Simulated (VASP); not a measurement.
# Ca2Si in VASP: a series of runs

Runs on Ca2Si. Level: LDA. Tasks: single point.

Program: VASP 6.6.1. These are calculated values, not measurements. Logs are shortened: lines on timing, memory, paths and dates and some standing lists are left out, and cuts for length are marked.

## (1) The cell of the first run

It takes space group I4/mmm (No. 139, tetragonal). Conventional cell: a = 4.837 Å, b = 4.837 Å, c = 7.331 Å, α = 90.00°, β = 90.00°, γ = 90.00°. Ca (site symmetry -4m2) has 4 Si at 3.03 Å and 6 Ca at 3.42 to 3.67 Å within 4.0 Å. Within 4.0 Å of Si (site symmetry 4/mmm) lie 8 Ca at 3.03 Å.

## (2) Single point, LDA (mode 6 frozen in at +0.000 Å, strain +e along z and -e/2 along x and y +0.0467)

INCAR reads:

```
SYSTEM = Ca2Si
PREC = Accurate ; ENCUT = 520
EDIFF = 1E-6 ; ISMEAR = 0
SIGMA = 0.05 ; LREAL = .False.
LASPH = .True. ; NELM = 100
ALGO = Normal ; ISIF = 2
LWAVE = .False. ; LCHARG = .False.
NBANDS = 19
```

KPOINTS reads:

```
regular mesh
0
Gamma
  8 8 8
  0 0 0
```

POSCAR reads:

```
Ca2Si
1.0
    0.0000000000      3.4199606202      3.6652565209
    3.4199606202      0.0000000000      3.6652565209
    3.4199606202      3.4199606202      0.0000000000
Ca Si
2 1
Direct
    0.7500000000      0.7500000000      0.7500000000
    0.2500000000      0.2500000000      0.2500000000
    0.0000000000      0.0000000000      0.0000000000
```

Potentials or basis: VASP PAW LDA potentials, release 64 (Ca_sv, Si).

Run with:

```console
$ cat potpaw_LDA.64/Ca_sv/POTCAR potpaw_LDA.64/Si/POTCAR > POTCAR
$ mpirun -np 1 vasp_std > vasp.out
```

OUTCAR:

```text
SYSTEM = Ca2Si
   PREC = Accurate
   ENCUT = 520
   EDIFF = 1E-6
   ISMEAR = 0
   LREAL = .False.
   LASPH = .True.
   NELM = 100
   ISIF = 2

 ion  position               nearest neighbor table
   1  0.750  0.750  0.750-   3 3.03   3 3.03   3 3.03   3 3.03
   2  0.250  0.250  0.250-   3 3.03   3 3.03   3 3.03   3 3.03
   3  0.000  0.000  0.000-   1 3.03   1 3.03   1 3.03   1 3.03   2 3.03   2 3.03   2 3.03   2 3.03

  LATTYP: Found a body centered tetragonal cell.
 ALAT       =     4.8365546919
 C/A-ratio  =     1.5156477097

  Lattice vectors:

 A1 = (  -3.4199606202,   0.0000000000,   3.6652565209)
 A2 = (   3.4199606202,   0.0000000000,   3.6652565209)
 A3 = (   0.0000000000,   3.4199606202,  -3.6652565209)

Analysis of symmetry for initial positions (statically):
=====================================================================
 Subroutine PRICEL returns:
 Original cell was already a primitive cell.

 Routine SETGRP: Setting up the symmetry group for a
 body centered tetragonal supercell.

 Subroutine GETGRP returns: Found 16 space group operations
 (whereof 16 operations were pure point group operations)
 out of a pool of 16 trial point group operations.

The static configuration has the point symmetry D_4h.

Analysis of symmetry for dynamics (positions and initial velocities):
=====================================================================
 Subroutine PRICEL returns:
 Original cell was already a primitive cell.

 Routine SETGRP: Setting up the symmetry group for a
 body centered tetragonal supercell.

 Subroutine GETGRP returns: Found 16 space group operations
 (whereof 16 operations were pure point group operations)
 out of a pool of 16 trial point group operations.

The dynamic configuration has the point symmetry D_4h.

 Subroutine INISYM returns: Found 16 space group operations
 (whereof 16 operations are pure point group operations),
 and found     1 'primitive' translations

----------------------------------------------------------------------------------------

                                     Primitive cell

  volume of cell :      85.7386

  direct lattice vectors                    reciprocal lattice vectors
     0.000000000  3.419960620  3.665256521    -0.146200514  0.146200514  0.136416100
     3.419960620  0.000000000  3.665256521     0.146200514 -0.146200514  0.136416100
     3.419960620  3.419960620  0.000000000     0.146200514  0.146200514 -0.136416100

  length of vectors
     5.013006683  5.013006683  4.836554692     0.247706546  0.247706546  0.247706546

  position of ions in fractional coordinates (direct lattice)
     0.750000000  0.750000000  0.750000000
     0.250000000  0.250000000  0.250000000
     0.000000000  0.000000000  0.000000000

  ion indices of the primitive-cell ions
   primitive index   ion index
                 1           1
                 2           2
                 3           3

----------------------------------------------------------------------------------------

 KPOINTS: regular mesh

Automatic generation of k-mesh.
 Grid dimensions read from file:
 generate k-points for:    8    8    8

 Generating k-lattice:

  Cartesian coordinates                     Fractional coordinates (reciprocal lattice)
    -0.018275064  0.018275064  0.017052012     0.125000000 -0.000000000  0.000000000
     0.018275064 -0.018275064  0.017052012    -0.000000000  0.125000000  0.000000000
     0.018275064  0.018275064 -0.017052012     0.000000000  0.000000000  0.125000000

  Length of vectors
     0.030963318  0.030963318  0.030963318

  Shift w.r.t. Gamma in fractional coordinates (k-lattice)
     0.000000000  0.000000000  0.000000000

 Subroutine IBZKPT returns following result:
 ===========================================

 Found     59 irreducible k-points:

 Following reciprocal coordinates:
            Coordinates               Weight
  0.000000  0.000000  0.000000      1.000000
  0.125000  0.000000  0.000000      8.000000
  0.250000  0.000000  0.000000      8.000000
  0.375000  0.000000  0.000000      8.000000
  0.500000  0.000000  0.000000      4.000000
  0.125000  0.125000  0.000000      2.000000
[... 16 lines left out ...]
  0.250000  0.000000  0.125000     16.000000
  0.375000 -0.000000  0.125000     16.000000
 [... further k-points ...]
   k-points           NKPTS =     59   k-points in BZ     NKDIM =     59   number of bands    NBANDS=     19
   number of dos      NEDOS =    301   number of ions     NIONS =      3
   total plane-waves  NPLWV =  57600
   dimension x,y,z NGX =    40 NGY =   40 NGZ =   36
   dimension x,y,z NGXF=    80 NGYF=   80 NGZF=   72
   ions per type =               2   1
   NGX,Y,Z   is equivalent  to a cutoff of  13.27, 13.27, 12.37 a.u.
   NGXF,Y,Z  is equivalent  to a cutoff of  26.53, 26.53, 24.75 a.u.
 SYSTEM =  Ca2Si
   PREC   = accura    normal or accurate (medium, high low for compatibility)
   ISTART =      0    job   : 0-new  1-cont  2-samecut
[... 94 lines left out ...]
      6     -18.7492      2.00000
[... 11 lines left out ...]
     18       6.7979      0.00000
     19       6.9002      0.00000

 k-point     4 :       0.3750    0.0000    0.0000
  band No.  band energies     occupation
      1     -37.4810      2.00000
      2     -37.4551      2.00000
      3     -18.8828      2.00000
      4     -18.8735      2.00000
      5     -18.7938      2.00000
      6     -18.7826      2.00000
[... 11 lines left out ...]
     18       6.4057      0.00000
     19       6.6564      0.00000

 k-point     5 :       0.5000    0.0000    0.0000
  band No.  band energies     occupation
      1     -37.4680      2.00000
      2     -37.4680      2.00000
      3     -18.8428      2.00000
      4     -18.8374      2.00000
      5     -18.8297      2.00000
      6     -18.8271      2.00000
[... 11 lines left out ...]
     18       6.2364      0.00000
     19       6.3120      0.00000

 k-point     6 :       0.1250    0.1250    0.0000
  band No.  band energies     occupation
      1     -37.5005      2.00000
      2     -37.4363      2.00000
      3     -18.9476      2.00000
      4     -18.9476      2.00000
      5     -18.7833      2.00000
      6     -18.7457      2.00000
[... 11 lines left out ...]
     18       7.0716      0.00000
     19       7.5523      0.00000

 k-point     7 :       0.2500    0.1250    0.0000
  band No.  band energies     occupation
      1     -37.4963      2.00000
      2     -37.4403      2.00000
      3     -18.9433      2.00000
      4     -18.9417      2.00000
      5     -18.7715      2.00000
      6     -18.7629      2.00000
[... 11 lines left out ...]
     18       6.7083      0.00000
     19       7.4333      0.00000

 k-point     8 :       0.3750    0.1250    0.0000
  band No.  band energies     occupation
      1     -37.4878      2.00000
      2     -37.4484      2.00000
      3     -18.9242      2.00000
      4     -18.9186      2.00000
      5     -18.7963      2.00000
      6     -18.7442      2.00000
[... 256 lines left out ...]
 k-point    20 :      -0.3750    0.3750    0.0000
  band No.  band energies     occupation
      1     -37.4816      2.00000
      2     -37.4542      2.00000
      3     -18.9357      2.00000
      4     -18.9293      2.00000
      5     -18.8793      2.00000
      6     -18.7343      2.00000
[... 11 lines left out ...]
     18       6.4687      0.00000
     19       6.8109      0.00000

 k-point    21 :       0.5000    0.5000    0.0000
  band No.  band energies     occupation
      1     -37.4898      2.00000
      2     -37.4461      2.00000
      3     -18.9669      2.00000
      4     -18.9669      2.00000
      5     -18.8936      2.00000
      6     -18.6916      2.00000
[... 11 lines left out ...]
     18       6.8053      0.00000
     19       6.8053      0.00000

 k-point    22 :       0.1250    0.0000    0.1250
  band No.  band energies     occupation
      1     -37.4982      2.00000
      2     -37.4386      2.00000
      3     -18.9506      2.00000
      4     -18.9042      2.00000
      5     -18.8103      2.00000
      6     -18.7523      2.00000
[... 11 lines left out ...]
     18       7.2572      0.00000
     19       7.9096      0.00000

 k-point    23 :       0.2500    0.0000    0.1250
  band No.  band energies     occupation
      1     -37.4920      2.00000
      2     -37.4445      2.00000
      3     -18.9481      2.00000
      4     -18.8617      2.00000
      5     -18.8130      2.00000
      6     -18.8015      2.00000
[... 11 lines left out ...]
     18       6.8792      0.00000
     19       7.4328      0.00000

 k-point    24 :       0.3750   -0.0000    0.1250
  band No.  band energies     occupation
      1     -37.4822      2.00000
      2     -37.4540      2.00000
      3     -18.9286      2.00000
      4     -18.8549      2.00000
      5     -18.8150      2.00000
      6     -18.8082      2.00000
[... 11 lines left out ...]
     18       6.5580      0.00000
     19       6.9377      0.00000

 [... further k-points ...]

------------------------ aborting loop because EDIFF is reached ----------------------------------------

  FORCE on cell =-STRESS in cart. coord.  units (eV):
  Direction    XX          YY          ZZ          XY          YZ          ZX
  --------------------------------------------------------------------------------------
  -------------------------------------------------------------------------------------
  Total        0.9376428      0.9376428     -1.7248423      0.0000000      0.0000000     -0.0000000
  in kB       17.5215061     17.5215061    -32.2317136      0.0000000      0.0000000     -0.0000000
  external PRESSURE =       0.9370995 kB  Pullay stress =       0.0000000 kB

 VOLUME and BASIS-vectors are now :
 -----------------------------------------------------------------------------
  energy-cutoff  :      520.00
  volume of cell :       85.74
      direct lattice vectors                 reciprocal lattice vectors
     0.000000000  3.419960620  3.665256521    -0.146200514  0.146200514  0.136416100
     3.419960620  0.000000000  3.665256521     0.146200514 -0.146200514  0.136416100
     3.419960620  3.419960620  0.000000000     0.146200514  0.146200514 -0.136416100

 POSITION                                       TOTAL-FORCE (eV/Angst)
 -----------------------------------------------------------------------------------
      5.12994      5.12994      5.49788        -0.000000     -0.000000     -0.000000
      1.70998      1.70998      1.83263         0.000000      0.000000      0.000000
      0.00000      0.00000      0.00000        -0.000000      0.000000      0.000000
 -----------------------------------------------------------------------------------
    total drift:                                0.000000     -0.000000      0.000000

  FREE ENERGIE OF THE ION-ELECTRON SYSTEM (eV)
  ---------------------------------------------------
  free  energy   TOTEN  =       -11.7748526653 eV

  energy  without entropy=      -11.7747513372  energy(sigma->0) =      -11.77480200
```

Wall time 40 s (1 thread of Intel Xeon 6975P-C (Granite Rapids), shared host); peak memory 0.24 GiB.

Results:

```
Free energy            : -11.7749 eV
Pressure               : 0.1 GPa
Band gap on the k mesh : 0.09 eV, direct
```

Caveat: the cell differs from its parent crystal (mode 6 frozen in at +0.000 Å, strain +e along z and -e/2 along x and y +0.0467). A k mesh can miss the band edges.

## (3) Single point, LDA (mode 6 frozen in at +0.000 Å, strain +e along z and -e/2 along x and y -0.0467)

INCAR reads:

```
SYSTEM = Ca2Si
ALGO = Normal ; EDIFF = 1E-6
ENCUT = 520 ; ISIF = 2
ISMEAR = 0 ; LASPH = .TRUE.
LCHARG = .TRUE. ; LELF = .TRUE.
LREAL = .FALSE. ; LVHAR = .TRUE.
LWAVE = .FALSE. ; NBANDS = 19
NELM = 100 ; PREC = Accurate
SIGMA = 0.05
```

KPOINTS reads:

```
k-points
0
G
  8 8 8
  0 0 0
```

POSCAR reads:

```
Ca2Si
1.0
    0.0000000000      3.5834912206      3.3381953199
    3.5834912206      0.0000000000      3.3381953199
    3.5834912206      3.5834912206      0.0000000000
Ca Si
2 1
Direct
    0.7500000000      0.7500000000      0.7500000000
    0.2500000000      0.2500000000      0.2500000000
    0.0000000000      0.0000000000      0.0000000000
```

Potentials or basis: VASP PAW LDA potentials, release 64 (Ca_sv, Si).

Run with:

```console
$ cat potpaw_LDA.64/Ca_sv/POTCAR potpaw_LDA.64/Si/POTCAR > POTCAR
$ mpirun -np 1 vasp_std > vasp.out
```

It took 34 s on 1 thread of Intel Xeon 6975P-C (Granite Rapids), shared host; peak memory 0.23 GiB.

Results (log left out):

```
Free energy            : -11.7742 eV
Pressure               : 0.1 GPa
Band gap on the k mesh : 0.19 eV, direct
```

Stress tensor (GPa, compression positive):
```
-1.52  0.00  0.00
 0.00 -1.52  0.00
 0.00  0.00  3.31
```

Levels at points of the mesh, in eV from the valence-band top:
```csv
k point,band 8,band 9,band 10,band 11,band 12,band 13,band 14,band 15,band 16,band 17
"(0.00, 0.00, 0.00)",-21.37,-6.86,-0.75,-0.75,-0.52,1.41,1.49,1.89,4.70,4.92
"(0.50, 0.00, 0.00)",-21.45,-6.09,-2.16,-0.43,-0.15,2.07,2.25,2.65,2.83,3.43
"(0.50, 0.50, 0.00)",-21.33,-5.82,-2.01,-0.33,-0.33,0.37,1.17,2.54,3.53,3.53
"(0.50, 0.00, 0.50)",-21.33,-5.87,-2.32,-0.10,0.00,0.19,1.59,2.22,3.57,3.76
```

Caveat: the cell differs from its parent crystal (mode 6 frozen in at +0.000 Å, strain +e along z and -e/2 along x and y -0.0467).

## (4) Single point, LDA (mode 6 frozen in at -0.054 Å, strain +e along z and -e/2 along x and y +0.0700)

INCAR reads:

```
SYSTEM = Ca2Si
PREC = Accurate
ENCUT = 520
EDIFF = 1E-6
ISMEAR = 0
SIGMA = 0.05
LREAL = .False.
LASPH = .True.
NELM = 60
ALGO = Fast
ISIF = 2
LWAVE = .False.
LCHARG = .False.
NBANDS = 19
```

KPOINTS reads:

```
regular mesh
0
Gamma
  8 8 8
  0 0 0
```

POSCAR reads:

```
Ca2Si
1.0
    0.0000000000      3.3791655132      3.7468467348
    3.3791655132      0.0000000000      3.7468467348
    3.3791655132      3.3791655132      0.0000000000
Ca Si
2 1
Direct
    0.7422466805      0.7422466805      0.7577533195
    0.2577533195      0.2577533195      0.2422466805
    0.0000000000      0.0000000000      0.0000000000
```

Run with:

```console
$ cat potpaw_LDA.64/Ca_sv/POTCAR potpaw_LDA.64/Si/POTCAR > POTCAR
$ mpirun -np 1 vasp_std > vasp.out
```

Run time: 2.1 min. Hardware: 1 thread of Intel Xeon 6975P-C (Granite Rapids), shared host; peak memory 0.28 GiB.

The run converged. Its results:

* Free energy: -11.6872 eV
* Pressure: 0.2 GPa
* Largest force: 0.207 eV/Å

Forces in eV/Å, atoms in the order of the input:
```
Ca   0.000  0.000  0.207
Ca   0.000  0.000 -0.207
Si   0.000  0.000  0.000
```

Stress tensor (GPa, compression positive):
```
 2.61 -0.53  0.00
-0.53  2.61  0.00
 0.00  0.00 -4.76
```

Levels at points of the mesh, in eV from the Fermi level:
| k point | band 8 | band 9 | band 10 | band 11 | band 12 | band 13 | band 14 | band 15 | band 16 | band 17 |
| --- | --- | --- | --- | --- | --- | --- | --- | --- | --- | --- |
| (0.00, 0.00, 0.00) | -21.58 | -7.07 | -1.11 | -0.80 | -0.70 | 1.00 | 1.36 | 1.78 | 4.41 | 4.51 |
| (0.50, 0.00, 0.00) | -21.62 | -6.28 | -2.37 | -0.66 | -0.24 | 1.59 | 2.26 | 2.52 | 2.54 | 3.01 |
| (0.00, 0.00, 0.50) | -21.62 | -6.30 | -2.35 | -0.78 | -0.28 | 1.78 | 2.11 | 2.44 | 2.69 | 3.17 |
| (0.50, 0.50, 0.00) | -21.54 | -6.12 | -2.72 | -0.12 | -0.09 | -0.01 | 1.64 | 1.89 | 3.24 | 3.25 |
| (0.50, 0.00, 0.50) | -21.54 | -6.03 | -2.27 | -0.57 | -0.40 | 0.14 | 1.05 | 2.20 | 3.10 | 3.74 |

Caveat: the cell differs from its parent crystal (mode 6 frozen in at -0.054 Å, strain +e along z and -e/2 along x and y +0.0700).

## (5) Single point, LDA (mode 6 frozen in at -0.109 Å, strain +e along z and -e/2 along x and y +0.0700)

INCAR reads:

```
  ALGO = Fast
  EDIFF = 1E-7
  ENCUT = 520
  ISIF = 2
  ISMEAR = 0
  LASPH = T
  LCHARG = T
  LELF = T
  LREAL = F
  LVHAR = T
  LWAVE = F
  NBANDS = 19
  NELM = 80
  PREC = Accurate
  SIGMA = 0.05
```

KPOINTS reads:

```
k-points
0
Gamma
  8 8 8
```

POSCAR reads:

```
Ca2Si
1.0
    0.0000000000      3.3791655132      3.7468467348
    3.3791655132      0.0000000000      3.7468467348
    3.3791655132      3.3791655132      0.0000000000
Ca Si
2 1
Direct
    0.7344790822      0.7344790822      0.7655209178
    0.2655209178      0.2655209178      0.2344790822
    0.0000000000      0.0000000000      0.0000000000
```

Run with:

```console
$ cat potpaw_LDA.64/Ca_sv/POTCAR potpaw_LDA.64/Si/POTCAR > POTCAR
$ mpirun -np 1 vasp_std > vasp.out
```

Wall time 2.1 min (1 thread of Intel Xeon 6975P-C (Granite Rapids), shared host); peak memory 0.29 GiB.

The run converged. Its results:

```yaml
Free_energy: -11.6505 eV
Pressure: 0.3 GPa
Largest_force: 0.426 eV/Å
```

Forces on the atoms (eV/Å):
```
Ca   0.000  0.000  0.426
Ca   0.000  0.000 -0.426
Si   0.000  0.000  0.000
```

Stress tensor (GPa, compression positive):
```
 2.63 -1.05  0.00
-1.05  2.63  0.00
 0.00  0.00 -4.31
```

Levels at points of the mesh, in eV from the Fermi level:
| k point | band 9 | band 10 | band 11 | band 12 | band 13 | band 14 | band 15 | band 16 |
| --- | --- | --- | --- | --- | --- | --- | --- | --- |
| (0.00, 0.00, 0.00) | -7.10 | -1.14 | -0.88 | -0.69 | 0.98 | 1.34 | 1.71 | 4.22 |
| (0.50, 0.00, 0.00) | -6.31 | -2.41 | -0.63 | -0.26 | 1.44 | 2.31 | 2.42 | 2.53 |
| (0.00, 0.00, 0.50) | -6.34 | -2.37 | -0.86 | -0.34 | 1.81 | 1.99 | 2.40 | 2.71 |
| (0.50, 0.50, 0.00) | -6.16 | -2.74 | -0.18 | -0.14 | 0.00 | 1.59 | 1.89 | 3.24 |
| (0.50, 0.00, 0.50) | -6.06 | -2.30 | -0.59 | -0.44 | 0.10 | 1.03 | 2.19 | 3.09 |

Caveat: the cell differs from its parent crystal (mode 6 frozen in at -0.109 Å, strain +e along z and -e/2 along x and y +0.0700).

## (6) Summary

```csv
cell,gap on the mesh (eV),pressure (GPa)
"a = 5.013, b = 5.013, c = 4.837 Å, angles 61.2, 61.2, 57.7°, 3 atoms",0.09,0.1
"a = 4.897, b = 4.897, c = 5.068 Å, angles 58.8, 58.8, 62.3°, 3 atoms",0.19,0.1
"a = 5.046, b = 5.046, c = 4.779 Å, angles 61.7, 61.7, 56.5°, 3 atoms",-,0.3
```

Some of these runs hold the atoms at other places in the same cell, which the table doesn't show; runs alike in all that it shows share one row.

Alike in all rows: task single point; level LDA; potentials or basis VASP PAW LDA potentials, release 64 (Ca_sv, Si); no spin polarisation; k mesh 8 × 8 × 8; cutoff (eV) 520; smearing gaussian 0.05 eV.

Absolute energies hang on the potentials; compare differences alone.
